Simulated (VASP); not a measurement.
Wanted: the native input for a VASP 6.6.1 run.

* Task: single point
* Functional: PBE
* Potentials or basis: VASP PAW PBE potentials, release 64 (Rh_pv)
* Cutoff: 520 eV
* k mesh: 6 × 6 × 4
* Occupations: gaussian, width 0.1 eV
* Spin: no spin polarisation
* Dipole correction: no
* Further INCAR settings: ALGO = Normal; EDIFF = 1e-07; NBANDS = 38

The structure of Rh lies in POSCAR:

```
Rh
1.0
    2.5318422918     -1.6733540715      0.0000000000
    2.5318422918      1.6733540715      0.0000000000
    0.0000000000      0.0000000000      6.8260282876
Rh
4
Direct
    0.8500000000      0.1500000000      0.1170000000
    0.6500000000      0.3500000000      0.6170000000
    0.1500000000      0.8500000000      0.8830000000
    0.3500000000      0.6500000000      0.3830000000
```

These files were run (other wordings do the same):

INCAR

```
SYSTEM = Rh
PREC = Accurate ; ENCUT = 520
EDIFF = 1E-7 ; ISMEAR = 0
SIGMA = 0.1 ; LREAL = .FALSE.
LASPH = .TRUE. ; NELM = 80
ALGO = Normal ; ISIF = 2
LWAVE = .FALSE. ; LCHARG = .FALSE.
GGA = PE ; NBANDS = 38
```

KPOINTS

```
regular mesh
0
G
  6 6 4
  0 0 0
```

Potentials or basis: VASP PAW PBE potentials, release 64 (Rh_pv).

Run with:

```console
$ cat potpaw_PBE.64/Rh_pv/POTCAR > POTCAR
$ mpirun -np 1 vasp_std > vasp.out
```

Results of the run:

```yaml
Pressure: 69.5 GPa
Largest_force: 15.662 eV/Å
Band_gap_on_the_k_mesh: zero (bands 30 and 31 overlap by 1.33 eV)
```

Caveat: the k points lie up to 0.38 Å⁻¹ apart, too coarse for converged energies and pressures of a metal; atoms lie so close that the PAW spheres overlap strongly, which falsifies energies and pressures; forces of over 1 eV/Å act on the atoms, so gaps and moduli don't describe the material at rest.

Wall time 36 s on 1 thread of Intel(R) Xeon(R) 6975P-C (Granite Rapids) (shared host), peak memory 0.2 GiB.
